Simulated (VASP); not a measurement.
# SnSe (Fm-3m) in VASP: a series of runs

SnSe is run at these levels: BLYP, PBE, RPBE; tasks: single point.

Everything below comes from runs of VASP 6.6.1. Logs are shortened: lines on timing, memory, paths and dates and some standing lists are left out, and cuts for length are marked.

## 1. The cell of the first run

Symmetry: Fm-3m, No. 225, cubic system. Conventional cell: a = 6.020 Å, b = 6.020 Å, c = 6.020 Å, α = 90.00°, β = 90.00°, γ = 90.00°. Sn (site symmetry m-3m) has 6 Se at 3.01 Å within 4.0 Å. Se (site symmetry m-3m) has 6 Sn at 3.01 Å within 4.0 Å.

## 2. Single point, BLYP

INCAR reads:

```
SYSTEM = SnSe
PREC     = Accurate       ! precision mode
ENCUT    = 520            ! plane-wave cutoff, eV
EDIFF    = 1E-6           ! SCF threshold, eV
ISMEAR   = -1             ! smearing method
SIGMA    = 0.05           ! smearing width, eV
LREAL    = .FALSE.        ! projectors in reciprocal space
LASPH    = .TRUE.         ! aspherical terms in the spheres
NELM     = 80             ! most SCF steps
ALGO     = Normal         ! electronic algorithm
ISIF     = 2              ! what is computed and relaxed
LWAVE    = .FALSE.        ! write WAVECAR
LCHARG   = .TRUE.         ! write CHGCAR
GGA      = B5             ! functional
ALDAX    = 1.0          
AGGAX    = 1.0          
AGGAC    = 1.0          
ALDAC    = 0.0          
LELF     = .TRUE.         ! ELF
LVHAR    = .TRUE.       
NBANDS   = 17             ! bands
```

KPOINTS reads:

```
Automatic mesh
0
G
  8 8 8
  0 0 0
```

POSCAR reads:

```
SnSe
1.0
    0.0000000000      3.0100000000      3.0100000000
    3.0100000000      0.0000000000      3.0100000000
    3.0100000000      3.0100000000      0.0000000000
Sn Se
1 1
Direct
    0.0000000000      0.0000000000      0.0000000000
    0.5000000000      0.5000000000      0.5000000000
```

Potentials or basis: VASP PAW PBE potentials, release 64 (Sn_d, Se).

Launch:

```console
$ cat potpaw_PBE.64/Sn_d/POTCAR potpaw_PBE.64/Se/POTCAR > POTCAR
$ mpirun -np 1 vasp_std > vasp.out
```

OUTCAR:

```text
SYSTEM = SnSe
   PREC = Accurate
   ENCUT = 520
   EDIFF = 1E-6
   ISMEAR = -1
   LREAL = .FALSE.
   LASPH = .TRUE.
   NELM = 80
   ISIF = 2
   GGA = B5

 ion  position               nearest neighbor table
   1  0.000  0.000  0.000-   2 3.01   2 3.01   2 3.01   2 3.01   2 3.01   2 3.01
   2  0.500  0.500  0.500-   1 3.01   1 3.01   1 3.01   1 3.01   1 3.01   1 3.01

  LATTYP: Found a face centered cubic cell.
 ALAT       =     6.0200000000

  Lattice vectors:

 A1 = (   0.0000000000,   3.0100000000,   3.0100000000)
 A2 = (   3.0100000000,   0.0000000000,   3.0100000000)
 A3 = (   3.0100000000,   3.0100000000,   0.0000000000)

Analysis of symmetry for initial positions (statically):
=====================================================================
 Subroutine PRICEL returns:
 Original cell was already a primitive cell.

 Routine SETGRP: Setting up the symmetry group for a
 face centered cubic supercell.

 Subroutine GETGRP returns: Found 48 space group operations
[... 9 lines left out ...]

 Routine SETGRP: Setting up the symmetry group for a
 face centered cubic supercell.

 Subroutine GETGRP returns: Found 48 space group operations
[... 11 lines left out ...]
                                     Primitive cell

  volume of cell :      54.5418

  direct lattice vectors                    reciprocal lattice vectors
     0.000000000  3.010000000  3.010000000    -0.166112957  0.166112957  0.166112957
     3.010000000  0.000000000  3.010000000     0.166112957 -0.166112957  0.166112957
     3.010000000  3.010000000  0.000000000     0.166112957  0.166112957 -0.166112957

  length of vectors
     4.256782823  4.256782823  4.256782823     0.287716081  0.287716081  0.287716081

  position of ions in fractional coordinates (direct lattice)
     0.000000000  0.000000000  0.000000000
     0.500000000  0.500000000  0.500000000

  ion indices of the primitive-cell ions
   primitive index   ion index
                 1           1
                 2           2

----------------------------------------------------------------------------------------

 KPOINTS: Automatic mesh

Automatic generation of k-mesh.
 Grid dimensions read from file:
 generate k-points for:    8    8    8

 Generating k-lattice:

  Cartesian coordinates                     Fractional coordinates (reciprocal lattice)
    -0.020764120  0.020764120  0.020764120     0.125000000  0.000000000  0.000000000
     0.020764120 -0.020764120  0.020764120     0.000000000  0.125000000  0.000000000
     0.020764120  0.020764120 -0.020764120     0.000000000  0.000000000  0.125000000

  Length of vectors
     0.035964510  0.035964510  0.035964510

  Shift w.r.t. Gamma in fractional coordinates (k-lattice)
     0.000000000  0.000000000  0.000000000

 Subroutine IBZKPT returns following result:
 ===========================================

 Found     29 irreducible k-points:

 Following reciprocal coordinates:
            Coordinates               Weight
  0.000000  0.000000  0.000000      1.000000
  0.125000  0.000000  0.000000      8.000000
  0.250000  0.000000  0.000000      8.000000
  0.375000  0.000000  0.000000      8.000000
  0.500000  0.000000  0.000000      4.000000
  0.125000  0.125000  0.000000      6.000000
[... 16 lines left out ...]
  0.500000  0.250000  0.125000     48.000000
 -0.375000  0.250000  0.125000     24.000000
 [... further k-points ...]
   k-points           NKPTS =     29   k-points in BZ     NKDIM =     29   number of bands    NBANDS=     17
   number of dos      NEDOS =    301   number of ions     NIONS =      2
   total plane-waves  NPLWV =  32768
   dimension x,y,z NGX =    32 NGY =   32 NGZ =   32
   dimension x,y,z NGXF=    64 NGYF=   64 NGZF=   64
   ions per type =               1   1
   NGX,Y,Z   is equivalent  to a cutoff of  12.50, 12.50, 12.50 a.u.
   NGXF,Y,Z  is equivalent  to a cutoff of  24.99, 24.99, 24.99 a.u.
 SYSTEM =  SnSe
   PREC   = accura    normal or accurate (medium, high low for compatibility)
   ISTART =      0    job   : 0-new  1-cont  2-samecut
   ICHARG =      2    charge: 1-file 2-atom 10-const
   ISPIN  =      1    spin polarized calculation?
   LNONCOLLINEAR =      F non collinear calculations
   LSORBIT =      F    spin-orbit coupling
   LASPH  =      T    aspherical Exc in radial PAW
   ENCUT  =  520.0 eV  38.22 Ry    6.18 a.u.   7.91  7.91  7.91*2*pi/ulx,y,z
   NELM   =     80;   NELMIN=  2; NELMDL= -5     # of ELM steps
   EDIFF  = 0.1E-05   stopping-criterion for ELM
   LREAL  =      F    real-space projection
   EDIFFG = 0.1E-04   stopping-criterion for IOM
   NSW    =      0    number of steps for IOM
   IBRION =     -1    ionic relax: 0-MD 1-quasi-New 2-CG
   NFREE  =      0    steps in history (QN), initial steepest desc. (CG)
   ISIF   =      2    stress and relaxation
   ISYM   =      2    0-nonsym 1-usesym 2-fastsym
   POTIM  = 0.5000    time-step for ionic-motion
   TEBEG  =    0.0;   TEEND  =   0.0 temperature during run
   PSTRESS=    0.0 pullay stress
   NELECT =      20.0000    total number of electrons
   NUPDOWN=      -1.0000    fix difference up-down
   EMIN   =  10.00;   EMAX   =-10.00  energy-range for DOS
   EFERMI =   0.00;   METHOD = LEGACY
   ISMEAR =    -1;   SIGMA  =   0.05  broadening in eV -4-tet -1-fermi 0-gaus
   EFERMI_NEDOS =   21; number of points for ismear=-14 and -15
   IALGO  =     38    algorithm
   IMIX   =      4    mixing-type and parameters
     AMIX     =   0.40;   BMIX     =  1.00
     AMIX_MAG =   1.60;   BMIX_MAG =  1.00
  volume/ion in A,a.u.               =      27.27       184.03
  Fermi-wavevector in a.u.,A,eV,Ry     =   1.171768  2.214321 18.681350  1.373040
  Thomas-Fermi vector in A             =   2.308207
   LORBIT       =      0    0 simple, 1 ext, 2 COOP (PROOUT), +10 PAW based schemes
   GGA     = B5    functional components
   LHFCALC =     F    Hartree Fock is set to
   AEXX    =    0.0000 exact exchange contribution
   IVDW    =     0    specifies the selected vdW correction
   LEPSILON=     F    determine dielectric tensor
   LRPA    =     F    only Hartree local field effects (RPA)
 non-spin polarized calculation
  energy-cutoff  :      520.00
  volume of cell :       54.54
 maximum number of plane-waves:      1480
   NGX = 15   NGY = 15   NGZ = 15

 number of electron      20.0000005 magnetization

 Free energy of the ion-electron system (eV)
  ---------------------------------------------------
  ext. energy  EPLUGINS =         0.00000000
  ---------------------------------------------------
  free energy    TOTEN  =        -6.98977362 eV

  energy without entropy =       -6.98961906  energy(sigma->0) =       -6.98969634

 E-fermi :   6.3284     XC(G=0):  -8.9854

 val. band max:        6.1317800628   @ k =   0.5000   0.0000   0.0000
 cond. band min:       6.5278535959   @ k =   0.5000   0.0000   0.0000
 fundamental gap:      0.3960735331
 Fermi energy:         6.3283604011

 k-point     1 :       0.0000    0.0000    0.0000
  band No.  band energies     occupation
      1     -15.5965      2.00000
      2     -15.5965      2.00000
      3     -15.5944      2.00000
      4     -15.5944      2.00000
      5     -15.5944      2.00000
      6      -7.8405      2.00000
[... 9 lines left out ...]
     16      12.1198      0.00000
     17      14.3537      0.00000

 k-point     2 :       0.1250    0.0000    0.0000
  band No.  band energies     occupation
      1     -15.5974      2.00000
      2     -15.5974      2.00000
      3     -15.5940      2.00000
      4     -15.5928      2.00000
      5     -15.5928      2.00000
      6      -7.7329      2.00000
[... 9 lines left out ...]
     16      12.4770      0.00000
     17      15.3359      0.00000

 k-point     3 :       0.2500    0.0000    0.0000
  band No.  band energies     occupation
      1     -15.6001      2.00000
      2     -15.6001      2.00000
      3     -15.5932      2.00000
      4     -15.5884      2.00000
      5     -15.5884      2.00000
      6      -7.4432      2.00000
[... 9 lines left out ...]
     16      13.4222      0.00000
     17      17.4410      0.00000

 k-point     4 :       0.3750    0.0000    0.0000
  band No.  band energies     occupation
      1     -15.6029      2.00000
      2     -15.6029      2.00000
      3     -15.5923      2.00000
      4     -15.5839      2.00000
      5     -15.5839      2.00000
      6      -7.0941      2.00000
[... 9 lines left out ...]
     16      14.8768      0.00000
     17      17.6598      0.00000

 k-point     5 :       0.5000    0.0000    0.0000
  band No.  band energies     occupation
      1     -15.6041      2.00000
      2     -15.6041      2.00000
      3     -15.5919      2.00000
      4     -15.5820      2.00000
      5     -15.5820      2.00000
      6      -6.9232      2.00000
[... 9 lines left out ...]
     16      16.3676      0.00000
     17      16.3676      0.00000

 k-point     6 :       0.1250    0.1250    0.0000
  band No.  band energies     occupation
      1     -15.5994      2.00000
      2     -15.5954      2.00000
      3     -15.5953      2.00000
      4     -15.5919      2.00000
      5     -15.5919      2.00000
      6      -7.6969      2.00000
[... 9 lines left out ...]
     16      13.1033      0.00000
     17      14.5522      0.00000
[... 281 lines left out ...]
 k-point    21 :       0.5000    0.5000    0.0000
  band No.  band energies     occupation
      1     -15.6248      2.00000
      2     -15.6008      2.00000
      3     -15.5890      2.00000
      4     -15.5771      2.00000
      5     -15.5771      2.00000
      6      -6.6554      2.00000
[... 9 lines left out ...]
     16      17.8394      0.00000
     17      18.7477      0.00000

 k-point    22 :       0.3750    0.2500    0.1250
  band No.  band energies     occupation
      1     -15.6064      2.00000
      2     -15.5966      2.00000
      3     -15.5949      2.00000
      4     -15.5861      2.00000
      5     -15.5847      2.00000
      6      -7.2134      2.00000
[... 9 lines left out ...]
     16      15.6719      0.00000
     17      15.7733      0.00000

 k-point    23 :       0.5000    0.2500    0.1250
  band No.  band energies     occupation
      1     -15.6088      2.00000
      2     -15.5985      2.00000
      3     -15.5922      2.00000
      4     -15.5846      2.00000
      5     -15.5822      2.00000
      6      -6.9189      2.00000
[... 9 lines left out ...]
     16      15.9056      0.00000
     17      17.2654      0.00000

 k-point    24 :      -0.3750    0.2500    0.1250
  band No.  band energies     occupation
      1     -15.6097      2.00000
      2     -15.5996      2.00000
      3     -15.5896      2.00000
      4     -15.5859      2.00000
      5     -15.5808      2.00000
      6      -6.7806      2.00000
[... 9 lines left out ...]
     16      17.0508      0.00000
     17      17.0679      0.00000

 [... further k-points ...]
[... 5 lines left out ...]
  --------------------------------------------------------------------------------------
  -------------------------------------------------------------------------------------
  Total        1.6774943      1.6774943      1.6774943      0.0000000      0.0000000      0.0000000
  in kB       49.2767609     49.2767609     49.2767609      0.0000000      0.0000000      0.0000000
  external PRESSURE =      49.2767609 kB  Pullay stress =       0.0000000 kB

 VOLUME and BASIS-vectors are now :
 -----------------------------------------------------------------------------
  energy-cutoff  :      520.00
  volume of cell :       54.54
      direct lattice vectors                 reciprocal lattice vectors
     0.000000000  3.010000000  3.010000000    -0.166112957  0.166112957  0.166112957
     3.010000000  0.000000000  3.010000000     0.166112957 -0.166112957  0.166112957
     3.010000000  3.010000000  0.000000000     0.166112957  0.166112957 -0.166112957

 POSITION                                       TOTAL-FORCE (eV/Angst)
 -----------------------------------------------------------------------------------
      0.00000      0.00000      0.00000         0.000000      0.000000     -0.000000
      3.01000      3.01000      3.01000        -0.000000     -0.000000      0.000000
 -----------------------------------------------------------------------------------
    total drift:                                0.000000     -0.000000     -0.000000

  FREE ENERGIE OF THE ION-ELECTRON SYSTEM (eV)
  ---------------------------------------------------
  free  energy   TOTEN  =        -6.9897736161 eV

  energy  without entropy=       -6.9896190627  energy(sigma->0) =       -6.98969634
```

Run time: 32 s. Hardware: 1 thread of AMD EPYC 7R43 (Zen 3), shared host; peak memory 0.15 GiB.

Results:

| Item | Value |
| --- | --- |
| Free energy | -6.9898 eV |
| Pressure | 4.9 GPa |
| Band gap on the k mesh | 0.40 eV, direct |

Levels at points of the mesh, in eV from the valence-band top:
| k point | band 7 | band 8 | band 9 | band 10 | band 11 | band 12 | band 13 | band 14 |
| --- | --- | --- | --- | --- | --- | --- | --- | --- |
| (0.00, 0.00, 0.00) | -5.29 | -2.30 | -2.30 | -2.30 | 4.11 | 4.11 | 4.11 | 5.99 |
| (0.50, 0.00, 0.00) | -8.19 | -2.03 | -2.03 | 0.00 | 0.40 | 1.13 | 1.13 | 8.47 |
| (0.50, 0.50, 0.00) | -6.25 | -5.48 | -3.71 | -3.71 | 3.25 | 5.14 | 5.14 | 5.82 |

Caveat: the PAW data sets were made with another functional, which shifts forces and pressure a little; spin-orbit coupling is left out, which moves the levels of the heavy elements. A k mesh can miss the band edges.

## 3. Single point, PBE

INCAR reads:

```
SYSTEM = SnSe
  PREC = Accurate
  ENCUT = 520
  EDIFF = 1E-6
  ISMEAR = 0
  SIGMA = 0.012
  LREAL = .False.
  LASPH = .True.
  NELM = 60
  ALGO = Normal
  ISIF = 2
  LWAVE = .False.
  LCHARG = .False.
  GGA = PE
  NBANDS = 17
```

KPOINTS reads:

```
regular mesh
0
Gamma
  8 8 8
  0 0 0
```

POSCAR is that of step 2.

Potentials or basis: VASP PAW PBE potentials, release 64 (Sn_d, Se).

Launch:

```console
$ cat potpaw_PBE.64/Sn_d/POTCAR potpaw_PBE.64/Se/POTCAR > POTCAR
$ mpirun -np 1 vasp_std > vasp.out
```

OUTCAR:

```text
SYSTEM = SnSe
   PREC = Accurate
   ENCUT = 520
   EDIFF = 1E-6
   ISMEAR = 0
   LREAL = .False.
   LASPH = .True.
   NELM = 60
   ISIF = 2
   GGA = PE

 ion  position               nearest neighbor table
   1  0.000  0.000  0.000-   2 3.01   2 3.01   2 3.01   2 3.01   2 3.01   2 3.01
   2  0.500  0.500  0.500-   1 3.01   1 3.01   1 3.01   1 3.01   1 3.01   1 3.01

  LATTYP: Found a face centered cubic cell.
 ALAT       =     6.0200000000

  Lattice vectors:

 A1 = (   0.0000000000,   3.0100000000,   3.0100000000)
 A2 = (   3.0100000000,   0.0000000000,   3.0100000000)
 A3 = (   3.0100000000,   3.0100000000,   0.0000000000)
[... 648 lines left out ...]
      5     -16.0046      2.00000
      6      -7.2023      2.00000
[... 9 lines left out ...]
     16      16.3816      0.00000
     17      16.4645      0.00000

 [... further k-points ...]
[... 5 lines left out ...]
  --------------------------------------------------------------------------------------
  -------------------------------------------------------------------------------------
  Total        0.3089667      0.3089667      0.3089667     -0.0000000     -0.0000000     -0.0000000
  in kB        9.0759639      9.0759639      9.0759639     -0.0000000     -0.0000000     -0.0000000
  external PRESSURE =       9.0759639 kB  Pullay stress =       0.0000000 kB

 VOLUME and BASIS-vectors are now :
 -----------------------------------------------------------------------------
  energy-cutoff  :      520.00
  volume of cell :       54.54
      direct lattice vectors                 reciprocal lattice vectors
     0.000000000  3.010000000  3.010000000    -0.166112957  0.166112957  0.166112957
     3.010000000  0.000000000  3.010000000     0.166112957 -0.166112957  0.166112957
     3.010000000  3.010000000  0.000000000     0.166112957  0.166112957 -0.166112957

 POSITION                                       TOTAL-FORCE (eV/Angst)
 -----------------------------------------------------------------------------------
      0.00000      0.00000      0.00000        -0.000000     -0.000000     -0.000000
      3.01000      3.01000      3.01000         0.000000      0.000000      0.000000
 -----------------------------------------------------------------------------------
    total drift:                                0.000000     -0.000000     -0.000000

  FREE ENERGIE OF THE ION-ELECTRON SYSTEM (eV)
  ---------------------------------------------------
  free  energy   TOTEN  =        -8.2189458416 eV

  energy  without entropy=       -8.2189458416  energy(sigma->0) =       -8.21894584
```

Wall time 23 s (1 thread of AMD EPYC 7R43 (Zen 3), shared host); peak memory 0.15 GiB.

Results:

```
Free energy            : -8.2189 eV
Pressure               : 0.9 GPa
Band gap on the k mesh : 0.58 eV, direct
```

Levels at points of the mesh, in eV from the valence-band top:
| k point | band 7 | band 8 | band 9 | band 10 | band 11 | band 12 | band 13 | band 14 |
| --- | --- | --- | --- | --- | --- | --- | --- | --- |
| (0.00, 0.00, 0.00) | -5.06 | -2.19 | -2.19 | -2.19 | 4.32 | 4.32 | 4.32 | 5.87 |
| (0.50, 0.00, 0.00) | -8.04 | -1.94 | -1.94 | 0.00 | 0.58 | 1.25 | 1.25 | 8.25 |
| (0.50, 0.50, 0.00) | -6.00 | -5.46 | -3.63 | -3.63 | 3.03 | 5.35 | 5.35 | 5.97 |

Caveat: spin-orbit coupling is left out, which moves the levels of the heavy elements.

(Part 1 of 2 ends here.)
